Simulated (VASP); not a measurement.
# HgTe (P6_3mc) in VASP: a series of runs

HgTe is run at these levels: PBE; tasks: single point.

Everything below comes from runs of VASP 6.6.1. Logs are shortened: lines on timing, memory, paths and dates and some standing lists are left out, and cuts for length are marked.

### 1 The cell of the first run

It takes space group P6_3mc (No. 186, hexagonal). The conventional cell has a = 4.699 Å, b = 4.699 Å, c = 15.394 Å, α = 90.00°, β = 90.00°, γ = 120.00°. Within 3.8 Å of Hg (site symmetry 3m) lie 4 Te at 2.88 to 2.89 Å. Within 3.8 Å of Hg (site symmetry 3m) lie 4 Te at 2.88 Å. Te (site symmetry 3m) has 4 Hg at 2.88 to 2.89 Å within 3.8 Å. Within 3.8 Å of Te (site symmetry 3m) lie 4 Hg at 2.88 Å.

### 2 Single point, PBE

INCAR reads:

```
PREC     = Accurate       # precision mode
ENCUT    = 520            # plane-wave cutoff, eV
EDIFF    = 1E-6           # SCF threshold, eV
ISMEAR   = 0              # smearing method
SIGMA    = 0.1            # smearing width, eV
LREAL    = False          # projectors in reciprocal space
LASPH    = True           # aspherical terms in the spheres
NELM     = 80             # most SCF steps
ALGO     = Normal         # electronic algorithm
ISIF     = 2              # what is computed and relaxed
LWAVE    = False          # write WAVECAR
LCHARG   = False          # write CHGCAR
GGA      = PE             # functional
NBANDS   = 46             # bands
```

KPOINTS reads:

```
regular mesh
0
Gamma
  12 12 3
```

POSCAR reads:

```
HgTe
1.0
    4.6993242861      0.0000000000      0.0000000000
   -2.3496621430      4.0697342124      0.0000000000
    0.0000000000      0.0000000000     15.3942492200
Hg Te
4 4
Direct
    0.0000000000      0.0000000000     -0.0002416439
    0.3333333333      0.6666666667      0.2502488884
    0.6666666667      0.3333333333      0.4997583561
    0.3333333333      0.6666666667      0.7502488884
    0.0000000000      0.0000000000      0.1877445011
    0.3333333333      0.6666666667      0.4372482544
    0.6666666667      0.3333333333      0.6877445011
    0.3333333333      0.6666666667      0.9372482544
```

Potentials or basis: VASP PAW PBE potentials, release 64 (Hg, Te).

Started as:

```bash
$ cat potpaw_PBE.64/Hg/POTCAR potpaw_PBE.64/Te/POTCAR > POTCAR
$ mpirun -np 1 vasp_std > vasp.out
```

OUTCAR:

```text
PREC = Accurate
   ENCUT = 520
   EDIFF = 1E-6
   ISMEAR = 0
   LREAL = False
   LASPH = True
   NELM = 80
   ISIF = 2
   GGA = PE

 ion  position               nearest neighbor table
   1  0.000  0.000  1.000-   8 2.88   8 2.88   8 2.88   5 2.89
   2  0.333  0.667  0.250-   6 2.88   5 2.88   5 2.88   5 2.88
   3  0.667  0.333  0.500-   6 2.88   6 2.88   6 2.88   7 2.89
   4  0.333  0.667  0.750-   8 2.88   7 2.88   7 2.88   7 2.88
   5  0.000  0.000  0.188-   2 2.88   2 2.88   2 2.88   1 2.89
   6  0.333  0.667  0.437-   2 2.88   3 2.88   3 2.88   3 2.88
   7  0.667  0.333  0.688-   4 2.88   4 2.88   4 2.88   3 2.89
   8  0.333  0.667  0.937-   4 2.88   1 2.88   1 2.88   1 2.88

  LATTYP: Found a hexagonal cell.
 ALAT       =     4.6993242861
 C/A-ratio  =     3.2758431389

  Lattice vectors:

 A1 = (   4.6993242861,   0.0000000000,   0.0000000000)
 A2 = (  -2.3496621430,   4.0697342124,   0.0000000000)
 A3 = (   0.0000000000,   0.0000000000,  15.3942492200)

Analysis of symmetry for initial positions (statically):
=====================================================================
 Subroutine PRICEL returns:
 Original cell was already a primitive cell.

 Routine SETGRP: Setting up the symmetry group for a
 hexagonal supercell.

 Subroutine GETGRP returns: Found 12 space group operations
 (whereof  6 operations were pure point group operations)
 out of a pool of 24 trial point group operations.

The static configuration has the point symmetry C_3v.
 The point group associated with its full space group is C_6v.

Analysis of symmetry for dynamics (positions and initial velocities):
=====================================================================
 Subroutine PRICEL returns:
 Original cell was already a primitive cell.

 Routine SETGRP: Setting up the symmetry group for a
 hexagonal supercell.

 Subroutine GETGRP returns: Found 12 space group operations
 (whereof  6 operations were pure point group operations)
 out of a pool of 24 trial point group operations.

The dynamic configuration has the point symmetry C_3v.
 The point group associated with its full space group is C_6v.

 Subroutine INISYM returns: Found 12 space group operations
 (whereof  6 operations are pure point group operations),
 and found     1 'primitive' translations

[... 108 lines left out ...]
   EDIFFG = 0.1E-04   stopping-criterion for IOM
   NSW    =      0    number of steps for IOM
   IBRION =     -1    ionic relax: 0-MD 1-quasi-New 2-CG
   NFREE  =      0    steps in history (QN), initial steepest desc. (CG)
   ISIF   =      2    stress and relaxation
   ISYM   =      2    0-nonsym 1-usesym 2-fastsym
   POTIM  = 0.5000    time-step for ionic-motion
   TEBEG  =    0.0;   TEEND  =   0.0 temperature during run
   PSTRESS=    0.0 pullay stress
   NELECT =      72.0000    total number of electrons
   NUPDOWN=      -1.0000    fix difference up-down
   EMIN   =  10.00;   EMAX   =-10.00  energy-range for DOS
   EFERMI =   0.00;   METHOD = LEGACY
   ISMEAR =     0;   SIGMA  =   0.10  broadening in eV -4-tet -1-fermi 0-gaus
   EFERMI_NEDOS =   21; number of points for ismear=-14 and -15
   IALGO  =     38    algorithm
   IMIX   =      4    mixing-type and parameters
     AMIX     =   0.40;   BMIX     =  1.00
     AMIX_MAG =   1.60;   BMIX_MAG =  1.00
  volume/ion in A,a.u.               =      36.80       248.35
  Fermi-wavevector in a.u.,A,eV,Ry     =   1.023762  1.934630 14.260112  1.048089
  Thomas-Fermi vector in A             =   2.157513
   LORBIT       =      0    0 simple, 1 ext, 2 COOP (PROOUT), +10 PAW based schemes
   GGA     = PE    functional components
   LHFCALC =     F    Hartree Fock is set to
   AEXX    =    0.0000 exact exchange contribution
   IVDW    =     0    specifies the selected vdW correction
   LEPSILON=     F    determine dielectric tensor
   LRPA    =     F    only Hartree local field effects (RPA)
 non-spin polarized calculation
 Gauss-broadening in eV      SIGMA  =   0.10
  energy-cutoff  :      520.00
  volume of cell :      294.42
 maximum number of plane-waves:      7960
 NGX is ok and might be reduce to    36

 number of electron      71.9999993 magnetization

 Free energy of the ion-electron system (eV)
  ---------------------------------------------------
  ext. energy  EPLUGINS =         0.00000000
  ---------------------------------------------------
  free energy    TOTEN  =       -14.57217069 eV

  energy without entropy =      -14.57154362  energy(sigma->0) =      -14.57185716

 E-fermi :   2.2956     XC(G=0):  -8.3518

 val. band max:        2.2342249835   @ k =   0.0000   0.0000   0.0000
 cond. band min:       2.6019346787   @ k =   0.0833  -0.0000   0.0000
 fundamental gap:      0.3677096952
 Fermi energy:         2.2956174736

 k-point     1 :       0.0000    0.0000    0.0000
  band No.  band energies     occupation
      1      -9.1805      2.00000
      2      -8.9607      2.00000
      3      -8.9485      2.00000
      4      -8.7113      2.00000
      5      -4.6554      2.00000
      6      -4.6554      2.00000
[... 1165 lines left out ...]
     45       7.4409      0.00000
     46       7.8527      0.00000

 [... further k-points ...]

------------------------ aborting loop because EDIFF is reached ----------------------------------------

  FORCE on cell =-STRESS in cart. coord.  units (eV):
  Direction    XX          YY          ZZ          XY          YZ          ZX
  --------------------------------------------------------------------------------------
  -------------------------------------------------------------------------------------
  Total        0.0901593      0.0901593      0.0577327      0.0000000      0.0000000      0.0000000
  in kB        0.4906380      0.4906380      0.3141757      0.0000000      0.0000000      0.0000000
  external PRESSURE =       0.4318172 kB  Pullay stress =       0.0000000 kB

 VOLUME and BASIS-vectors are now :
 -----------------------------------------------------------------------------
  energy-cutoff  :      520.00
  volume of cell :      294.42
      direct lattice vectors                 reciprocal lattice vectors
     4.699324286  0.000000000  0.000000000     0.212796551  0.122858146  0.000000000
    -2.349662143  4.069734212  0.000000000     0.000000000  0.245716292  0.000000000
     0.000000000  0.000000000 15.394249220     0.000000000  0.000000000  0.064959323

 POSITION                                       TOTAL-FORCE (eV/Angst)
 -----------------------------------------------------------------------------------
      0.00000      0.00000     15.39053         0.000000     -0.000000      0.003708
     -0.00000      2.71316      3.85239         0.000000      0.000000      0.003165
      2.34966      1.35658      7.69340        -0.000000      0.000000      0.003708
     -0.00000      2.71316     11.54952        -0.000000     -0.000000      0.003165
      0.00000      0.00000      2.89019         0.000000      0.000000     -0.004014
     -0.00000      2.71316      6.73111         0.000000     -0.000000     -0.002859
      2.34966      1.35658     10.58731        -0.000000      0.000000     -0.004014
     -0.00000      2.71316     14.42823        -0.000000      0.000000     -0.002859
 -----------------------------------------------------------------------------------
    total drift:                                0.000000     -0.000000     -0.001021

  FREE ENERGIE OF THE ION-ELECTRON SYSTEM (eV)
  ---------------------------------------------------
  free  energy   TOTEN  =       -14.5721706908 eV

  energy  without entropy=      -14.5715436200  energy(sigma->0) =      -14.57185716
```

stdout:

```text
POSCAR found type information on POSCAR HgTe
 POSCAR found :  2 types and       8 ions
 scaLAPACK will be used
 LDA part: xc-table for (Slater+PW92), standard interpolation
 POSCAR, INCAR and KPOINTS ok, starting setup
 FFT: planning ... GRIDC
 FFT: planning ... GRID_SOFT
 FFT: planning ... GRID
 WAVECAR not read
 entering main loop
```

Wall time 22 min (1 thread of Intel Xeon 8259CL, shared host); peak memory 0.65 GiB.

What came out:

| Property | Result |
| --- | --- |
| Free energy | -14.5722 eV |
| Pressure | 0.0 GPa |
| Largest force | 0.004 eV/Å |
| Band gap on the k mesh | zero (filled and empty bands touch) |

Forces in eV/Å, atoms in the order of the input:
```
Hg   0.000  0.000  0.004
Hg   0.000  0.000  0.003
Hg   0.000  0.000  0.004
Hg   0.000  0.000  0.003
Te   0.000  0.000 -0.004
Te   0.000  0.000 -0.003
Te   0.000  0.000 -0.004
Te   0.000  0.000 -0.003
```

Caveat: semilocal functionals underestimate gaps, and a narrow one can read as zero; spin-orbit coupling is left out, which moves the levels of the heavy elements.

### 3 Single point, PBE

This run uses another cell than the first one: it holds 12 atoms, not 8.

INCAR reads:

```
SYSTEM = HgTe
  PREC = Accurate
  ENCUT = 520
  EDIFF = 1E-6
  ISMEAR = 0
  SIGMA = 0.1
  LREAL = .False.
  LASPH = .True.
  NELM = 60
  ALGO = Fast
  ISIF = 2
  LWAVE = .False.
  LCHARG = .True.
  GGA = PE
  LELF = .True.
  LVHAR = .True.
  NBANDS = 66
```

KPOINTS reads:

```
regular mesh
0
Gamma
  12 12 2
  0 0 0
```

POSCAR reads:

```
HgTe
1.0
    4.7004131887      0.0000000000      0.0000000000
   -2.3502065943      4.0706772297      0.0000000000
    0.0000000000      0.0000000000     23.0727838556
Hg Te
6 6
Direct
    0.0000000000      0.0000000000     -0.0001985656
    0.3333333333      0.6666666667      0.1669031117
    0.6666666667      0.3333333333      0.3332697987
    0.0000000000      0.0000000000      0.4998014344
    0.6666666667      0.3333333333      0.6669031117
    0.3333333333      0.6666666667      0.8332697987
    0.0000000000      0.0000000000      0.1252228701
    0.3333333333      0.6666666667      0.2916826103
    0.6666666667      0.3333333333      0.4581201748
    0.0000000000      0.0000000000      0.6252228701
    0.6666666667      0.3333333333      0.7916826103
    0.3333333333      0.6666666667      0.9581201748
```

Potentials or basis: VASP PAW PBE potentials, release 64 (Hg, Te).

Started as:

```bash
$ cat potpaw_PBE.64/Hg/POTCAR potpaw_PBE.64/Te/POTCAR > POTCAR
$ mpirun -np 1 vasp_std > vasp.out
```

Run time: 32 min. Hardware: 1 thread of Oxide Virtual Turin-like, shared host; peak memory 1 GiB.

It converged, with:

```yaml
Free_energy: -21.8759 eV
Pressure: 0.1 GPa
Largest_force: 0.004 eV/Å
Band_gap_on_the_k_mesh: zero (filled and empty bands touch)
```

Forces in eV/Å, atoms in the order of the input:
```
Hg   0.000  0.000  0.004
Hg   0.000  0.000  0.003
Hg   0.000  0.000  0.003
Hg   0.000  0.000  0.004
Hg   0.000  0.000  0.003
Hg   0.000  0.000  0.003
Te   0.000  0.000 -0.004
Te   0.000  0.000 -0.003
Te   0.000  0.000 -0.004
Te   0.000  0.000 -0.004
Te   0.000  0.000 -0.003
Te   0.000  0.000 -0.004
```

Levels at points of the mesh, in eV from the Fermi level:
```csv
k point,band 52,band 53,band 54,band 55,band 56,band 57
"(0.00, 0.00, 0.00)",-0.30,-0.09,-0.06,-0.06,0.59,0.64
"(0.50, 0.00, 0.00)",-1.20,-1.05,-0.90,0.87,1.28,1.73
"(0.00, 0.00, 0.50)",-0.13,-0.13,-0.13,0.30,0.30,0.62
"(0.50, 0.00, 0.50)",-1.20,-0.98,-0.98,1.02,1.02,1.79
```

Caveat: semilocal functionals underestimate gaps, and a narrow one can read as zero; spin-orbit coupling is left out, which moves the levels of the heavy elements.

The gap in the log of VASP goes by the Fermi energy; the results here count the filled bands.